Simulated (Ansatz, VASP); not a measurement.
One calculation of PbSe, two programs

Contents of INCAR:

```
SYSTEM = PbSe
PREC = Accurate ; ENCUT = 520
EDIFF = 1E-6 ; ISMEAR = 0
SIGMA = 0.03 ; LREAL = .False.
LASPH = .True. ; NELM = 100
ALGO = Normal ; ISIF = 2
LWAVE = .False. ; LCHARG = .True.
GGA = PE ; IVDW = 12
LELF = .True. ; LVHAR = .True.
NBANDS = 17
```

File KPOINTS:

```
Automatic mesh
0
Gamma
  10 10 10
  0 0 0
```

Contents of POSCAR:

```
PbSe
1.0
    0.0000000000      2.9078825417      3.0026795126
    2.9078825417      0.0000000000      3.0026795126
    2.9078825417      2.9078825417      0.0000000000
Pb Se
1 1
Direct
    0.0000000000      0.0000000000      0.0000000000
    0.5000000000      0.5000000000      0.5000000000
```

Input for Ansatz:

```yaml
crystal:
  lattice:
    - [0.0, 2.9078825417, 3.0026795126]
    - [2.9078825417, 0.0, 3.0026795126]
    - [2.9078825417, 2.9078825417, 0.0]
  atoms:
    - { symbol: Pb, position: [0.0, 0.0, 0.0] }
    - { symbol: Se, position: [0.5, 0.5, 0.5] }
basis:
  ecutwfc: 420
kpoints:
  mp_grid: { grid: [10, 10, 10] }
hamiltonian:
  xc: pbe
  dispersion: d3bj
scf:
  occupations: { method: gaussian, width: 0.03 }
output:
  forces: true
  stress: true
  eigenvalues: true
```

Alike in both runs: task single point; functional PBE; dispersion D3(BJ); k mesh 10 × 10 × 10; occupations gaussian, width 0.03 eV; no spin polarisation.

|  | VASP | Ansatz |
| --- | --- | --- |
| version | VASP 6.6.1 | Ansatz 0.2.0 |
| potentials or method | VASP PAW PBE potentials, release 64 (Pb_d, Se), cutoff 520 eV | scalar-relativistic, plane waves, PAW |
| valence electrons in the cell | 20 | 30 |

VASP gave:

| Quantity | Value |
| --- | --- |
| gap on the k mesh at the Fermi level (eV) | 0.23 |
| least direct gap on the mesh (eV) | 0.23 |
| pressure (GPa) | 8.8 |
| traceless stress, the component that is largest in VASP (GPa) | -4.34 |

Problem. Estimate Ansatz's values.

Solution. gap on the k mesh at the Fermi level (eV): 0.23; least direct gap on the mesh (eV): 0.23; pressure (GPa): 8.8; traceless stress, the component that is largest in VASP (GPa): -4.33.

VASP's potentials hold 20 valence electrons a cell and Ansatz's 30, so a difference there can come from the potentials and not from the codes.

Spin-orbit coupling is off throughout.
